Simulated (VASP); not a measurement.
A run of VASP 6.6.1 is set up as follows.

The input INCAR:

```
PREC = Accurate ; ENCUT = 520
EDIFF = 1E-6 ; ISMEAR = -1
SIGMA = 0.05 ; LREAL = False
LASPH = True ; NELM = 100
ALGO = Normal ; ISIF = 2
LWAVE = False ; LCHARG = True
GGA = PE ; LELF = True
LVHAR = True ; NBANDS = 16
```

The input KPOINTS:

```
regular mesh
0
Gamma
  17 17 9
```

File POSCAR:

```
Ir
1.0
    2.7492262464      0.0000000000      0.0000000000
   -1.3746131232      2.3808997701      0.0000000000
    0.0000000000      0.0000000000      4.4492036893
Ir
2
Direct
    0.3333333333      0.6666666667      0.2500000000
    0.6666666667      0.3333333333      0.7500000000
```

Potentials or basis: VASP PAW PBE potentials, release 64 (Ir).

Launch:

```sh
$ cat potpaw_PBE.64/Ir/POTCAR > POTCAR
$ mpirun -np 1 vasp_std > vasp.out
```

Task: What does it give for the band gap on the k mesh?

Result: Zero (bands 9 and 10 overlap by 3.14 eV).

Task: Predict the pressure.

Result: 0.6 GPa.

Caveat: spin-orbit coupling is left out, which moves the levels of the heavy elements.
